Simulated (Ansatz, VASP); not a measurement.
**One calculation of Hf, two programs**

File INCAR:

```
  PREC = Accurate
  ENCUT = 520
  EDIFF = 1E-6
  ISMEAR = -1
  SIGMA = 0.1
  LREAL = False
  LASPH = True
  NELM = 100
  ALGO = Normal
  ISIF = 2
  LWAVE = False
  LCHARG = False
  GGA = PE
  NBANDS = 11
```

The input KPOINTS:

```
regular mesh
0
Gamma
  18 18 18
```

POSCAR

```
Hf
1.0
    3.0297018412      0.0000000000      0.0000000000
    0.0000000000      3.0297018412      0.0000000000
    0.0000000000      0.0000000000      3.0297018412
Hf
1
Direct
    0.0000000000      0.0000000000      0.0000000000
```

Input for Ansatz:

```yaml
crystal:
  lattice:
    - [3.0297018412, 0.0, 0.0]
    - [0.0, 3.0297018412, 0.0]
    - [0.0, 0.0, 3.0297018412]
  atoms:
    - { symbol: Hf, position: [0.0, 0.0, 0.0] }
hamiltonian:
  xc: pbe
  pseudopotentials:
    kind: paw
    azcp:
      Hf: "pseudopotentials/Hf.paw.azcp"
basis:
  ecutwfc: 420
  fft_grid_basis: typed
kpoints:
  mp_grid: { grid: [18, 18, 18], shift: [0, 0, 0] }
magnetization:
  spin_polarized: false
scf:
  occupations: { method: fermi_dirac, width: 0.1 }
output:
  stress: true
```

Alike in both runs: task single point; functional PBE; k mesh 18 × 18 × 18; occupations fermi-dirac, width 0.1 eV; no spin polarisation.

|  | VASP | Ansatz |
| --- | --- | --- |
| version | VASP 6.6.1 | Ansatz 0.2.0 |
| potentials or method | VASP PAW PBE potentials, release 64 (Hf_pv), cutoff 520 eV | plane waves (420 eV) with PAW, scalar-relativistic |
| valence electrons in the cell | 10 | 26 |

|  | VASP | Ansatz | Ansatz less VASP |
| --- | --- | --- | --- |
| pressure (GPa) | -7.0 | -6.8 | +0.24 |

The functional is the same, so the differences come from potentials, cutoffs and numerics. VASP's potentials hold 10 valence electrons a cell and Ansatz's 26, so a difference there can come from the potentials and not from the codes.

Neither program's run includes spin-orbit coupling.
